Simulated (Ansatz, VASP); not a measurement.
# Two plane-wave programs on Te2Mo

```xyz
6
Lattice="3.5039 0.0000 0.0000 -1.7519 3.0345 0.0000 0.0000 0.0000 24.7677" Properties=species:S:1:pos:R:3 pbc="T T T"
Te    0.0000    2.0230    4.5000
Te    0.0000    2.0230    8.1339
Te    0.0000    2.0230   12.0639
Te    0.0000    2.0230   15.6977
Mo    1.7519    1.0115    6.3169
Mo    1.7519    1.0115   13.8808
```

Alike in both runs: task single point; functional PBE; dispersion D3(BJ); k mesh 9 × 9 × 1; occupations gaussian, width 0.05 eV; no spin polarisation.

```csv
,VASP,Ansatz
version,VASP 6.6.1,Ansatz 0.2.0
potentials or method,"VASP PAW PBE potentials, release 64 (Te, Mo_sv), cutoff 520 eV","scalar-relativistic, plane waves, PAW"
valence electrons in the cell,52,92
```

```csv
,VASP,Ansatz,Ansatz less VASP
gap on the k mesh at the Fermi level (eV),1.13,1.13,-0.004
least direct gap on the mesh (eV),1.15,1.15,+0.001
rms of the force components (eV/Å),0.007,0.012,+0.0043
```

VASP's potentials hold 52 valence electrons a cell and Ansatz's 92, so a difference there can come from the potentials and not from the codes.

Neither program's run includes spin-orbit coupling.
